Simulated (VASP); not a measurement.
**Hf: relaxation of cell and atoms with PBE**

The system is Hf.

```
Hf
1.0
    -1.39693    1.39693    1.39693
     1.39693   -1.39693    1.39693
     1.39693    1.39693   -1.39693
Hf
1
Cartesian
  0.0000 0.0000 0.0000
```

```yaml
Program: VASP 6.6.1
Task: relaxation of cell and atoms
Functional: PBE
Potentials_or_basis: VASP PAW PBE potentials, release 64 (Hf_pv)
Cutoff: 600 eV
k_mesh: 19 × 19 × 19
Occupations: fermi-dirac, width 0.1 eV
Spin: no spin polarisation
Target_pressure: 250 GPa
Dipole_correction: no
Further_INCAR_settings: ALGO = Normal; EDIFF = 1e-07; IBRION = 2; EDIFFG = -0.005; NSW = 32; ISIF = 3
```

```yaml
Relaxed_volume: 10.86 Å³/atom
Relaxed_cell: a = 2.416 Å, b = 2.416 Å, c = 2.416 Å, α = 109.47°, β = 109.47°, γ = 109.47°
Space_group_after_relaxing_to_0.05_Å: Im-3m (No. 229)
Energy_change_on_relaxing_the_enthalpy_is_what_falls: +64.2 meV/atom
Ionic_steps: 3
Pressure_after_relaxing: 250.0 GPa
Band_gap_on_the_k_mesh: zero (band 5 reaches 12.28 eV, above the bottom of band 6 at 9.16 eV)
```

Step by step:
```csv
step,energy change (eV),largest force (eV/Å),pressure (GPa),volume (Å³)
1,0.0000,0.0000,246.70,10.90
2,0.5710,0.0000,275.86,10.55
3,0.0642,0.0000,249.95,10.86
```

Final structure:
```
CELL_PARAMETERS angstrom
-1.39516 1.39516 1.39516
1.39516 -1.39516 1.39516
1.39516 1.39516 -1.39516
ATOMIC_POSITIONS crystal
Hf 0.00000 0.00000 0.00000
```

Levels at points of the mesh, in eV from the Fermi level:
| k point | band 2 | band 3 | band 4 | band 5 | band 6 | band 7 | band 8 | band 9 |
| --- | --- | --- | --- | --- | --- | --- | --- | --- |
| (0.00, 0.00, 0.00) | -26.94 | -26.94 | -7.70 | 1.50 | 1.50 | 1.50 | 6.89 | 6.89 |

Wall time 20 s on 1 thread of Intel(R) Xeon(R) 6975P-C (Granite Rapids) (shared host), peak memory 0.15 GiB.

Caveat: the cell is relaxed towards a set pressure, so the enthalpy falls and the energy may rise; spin-orbit coupling is left out, which moves the levels of the heavy elements.
